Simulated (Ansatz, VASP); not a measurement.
Two plane-wave programs on ZnS

```xyz
4
Lattice="3.8067 0.0000 0.0000 -1.9034 3.2967 0.0000 0.0000 0.0000 6.3706" Properties=species:S:1:pos:R:3 pbc="T T T"
Zn    0.0000    2.1978    0.0343
Zn    1.9034    1.0989    3.2197
S     0.0000    2.1978    2.4184
S     1.9034    1.0989    5.6037
```

Change from the starting cell: strain +0.0200 x Voigt [0, 0, 1, 0, 0, 0], atoms carried along.

Alike in both runs: task single point; functional r2SCAN; k mesh 6 × 6 × 4; occupations gaussian, width 0.05 eV; no spin polarisation.

```csv
,VASP,Ansatz
version,VASP 6.6.1,Ansatz 0.2.0
potentials or method,"VASP PAW PBE potentials, release 64 (Zn, S), cutoff 520 eV","scalar-relativistic, plane waves, PAW"
valence electrons in the cell,36,36
```

```csv
,VASP,Ansatz,Ansatz less VASP
gap on the k mesh at the Fermi level (eV),2.64,2.63,-0.008
least direct gap on the mesh (eV),2.64,2.63,-0.008
pressure (GPa),-1.4,-1.5,-0.05
"traceless stress, the component that is largest in VASP (GPa)",-1.83,-1.80,+0.034
rms of the force components (eV/Å),0.063,0.056,-0.0071
```

VASP's potentials were made for PBE, not for r2SCAN. Atom by atom the forces differ by 0.007 eV/Å (rms over components). With one functional, cell and mesh, what is left measures potentials, basis and numerics.
